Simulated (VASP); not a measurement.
GaSb, 2 atoms in the cell. Symmetry: I-4m2, No. 119, tetragonal system. The conventional cell has a = 4.312 Å, b = 4.312 Å, c = 5.937 Å, α = 90.00°, β = 90.00°, γ = 90.00°. Ga (site symmetry -4m2) has 4 Sb at 2.62 Å within 3.5 Å. Within 3.5 Å of Sb (site symmetry -4m2) lie 4 Ga at 2.62 Å. 

- Program: VASP 6.6.1
- Task: single point
- Functional: PBE
- Potentials or basis: VASP PAW PBE potentials, release 64 (Ga_d, Sb)
- Cutoff: 520 eV
- k mesh: 14 × 14 × 14
- Occupations: gaussian, width 0.15 eV
- Spin: no spin polarisation
- Dipole correction: no
- Further INCAR settings: ALGO = Normal; EDIFF = 1e-07; NBANDS = 16

Potentials or basis: VASP PAW PBE potentials, release 64 (Ga_d, Sb).

Run with:

```console
$ cat potpaw_PBE.64/Ga_d/POTCAR potpaw_PBE.64/Sb/POTCAR > POTCAR
$ mpirun -np 1 vasp_std > vasp.out
```

Hardware: 1 thread of Intel(R) Xeon(R) 6975P-C (Granite Rapids), with other jobs on the host.

Estimate the wall time of this run.

Run time: 54 s on 1 thread of Intel(R) Xeon(R) 6975P-C (Granite Rapids), with other jobs on the host, peak memory 0.35 GiB. Counts: scf iterations 13, k points 244.
